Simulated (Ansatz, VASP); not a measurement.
# One calculation of Sn, two programs

The input INCAR:

```
PREC     = Accurate       # precision mode
ENCUT    = 520            # plane-wave cutoff, eV
EDIFF    = 1E-6           # SCF threshold, eV
ISMEAR   = -1             # smearing method
SIGMA    = 0.03           # smearing width, eV
LREAL    = F              # projectors in reciprocal space
LASPH    = T              # aspherical terms in the spheres
NELM     = 80             # most SCF steps
ALGO     = Normal         # electronic algorithm
ISIF     = 2              # what is computed and relaxed
LWAVE    = F              # write WAVECAR
LCHARG   = F              # write CHGCAR
GGA      = CA             # functional
NBANDS   = 21             # bands
```

KPOINTS

```
regular mesh
0
Gamma
  11 11 8
```

The input POSCAR:

```
Sn
1.0
   -2.8994216605      2.9008009606      1.5581694818
    2.9008009606     -2.8994216605      1.5581694818
    2.8985835788      2.8985835788     -1.5556411493
Sn
2
Direct
    0.0000164062      0.9999835938      0.0000000000
    0.7499835938      0.2500164062      0.5000000000
```

Input for Ansatz:

```yaml
crystal:
  lattice:
    - [-2.8994216605, 2.9008009606, 1.5581694818]
    - [2.9008009606, -2.8994216605, 1.5581694818]
    - [2.8985835788, 2.8985835788, -1.5556411493]
  atoms:
    - { symbol: Sn, position: [1.64062e-05, 0.9999835938, 0.0] }
    - { symbol: Sn, position: [0.7499835938, 0.2500164062, 0.5] }
hamiltonian:
  xc: lda
  pseudopotentials:
    kind: paw
    azcp:
      Sn: "pseudopotentials/Sn.paw.azcp"
basis:
  ecutwfc: 420
  fft_grid_basis: typed
kpoints:
  mp_grid: { grid: [11, 11, 8], shift: [0, 0, 0] }
magnetization:
  spin_polarized: false
scf:
  occupations: { method: fermi_dirac, width: 0.03 }
  lower_state_search: "off"
output:
  stress: true
  write_density: true
  write_potential: true
  elf: true
  volumetric_format: npy
```

Alike in both runs: task single point; functional LDA; k mesh 11 × 11 × 8; occupations fermi-dirac, width 0.03 eV; no spin polarisation.

```csv
,VASP,Ansatz
version,VASP 6.6.1,Ansatz 0.2.0
potentials or method,"VASP PAW LDA potentials, release 64 (Sn_d), cutoff 520 eV","plane waves (420 eV) with PAW, scalar-relativistic"
valence electrons in the cell,28,28
```

VASP gave:

| Item | Value |
| --- | --- |
| pressure (GPa) | 0.0 |
| traceless stress, the component that is largest in VASP (GPa) | -0.10 |

**Question.** Estimate Ansatz's values.

**Answer.** Pressure (GPa): 0.0; traceless stress, the component that is largest in VASP (GPa): -0.11.

Ansatz warns that its potentials were made for another functional, while VASP's fit it. LDA's correlation is that of Perdew and Zunger in VASP and of Perdew and Wang (1992) in Ansatz.
